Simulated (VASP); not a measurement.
Runs of VASP 6.6.1 on BAs. The structure is that of space group F-43m (No. 216), or close to it. The cells are those of the table. 

```tsv
cell	gap on the mesh (eV)	pressure (GPa)
a = 3.605, b = 3.605, c = 3.536 Å, angles 60.6, 60.6, 58.7°, 2 atoms	1.08	-14.4
a = 3.536 Å, angles 60.0°, 2 atoms	1.31	(b)
a = 3.672 Å, angles 60.0°, 2 atoms	1.39	-18.4
a = 3.333, b = 3.333, c = 3.264 Å, angles 60.7, 60.7, 58.6°, 2 atoms	0.79	13.6
a = 3.264 Å, angles 60.0°, 2 atoms	1.06	21.8
a = 3.128 Å, angles 60.0°, 2 atoms	0.92	56.5
a = 3.469, b = 3.469, c = 3.400 Å, angles 60.7, 60.7, 58.7°, 2 atoms	(a)	-4.2
a = 3.197, b = 3.197, c = 3.128 Å, angles 60.7, 60.7, 58.6°, 2 atoms	0.61	43.1
```

Alike in all rows: task single point; level PBE; potentials or basis VASP PAW PBE potentials, release 64 (B, As); no spin polarisation; k mesh 10 × 10 × 10; cutoff (eV) 520; smearing gaussian 0.05 eV.

**Question.** Fill in the values left out.

**Answer.** (a) 0.95; (b) -11.7.

A k mesh can miss the band edges, and the runs leave out spin-orbit coupling on As.
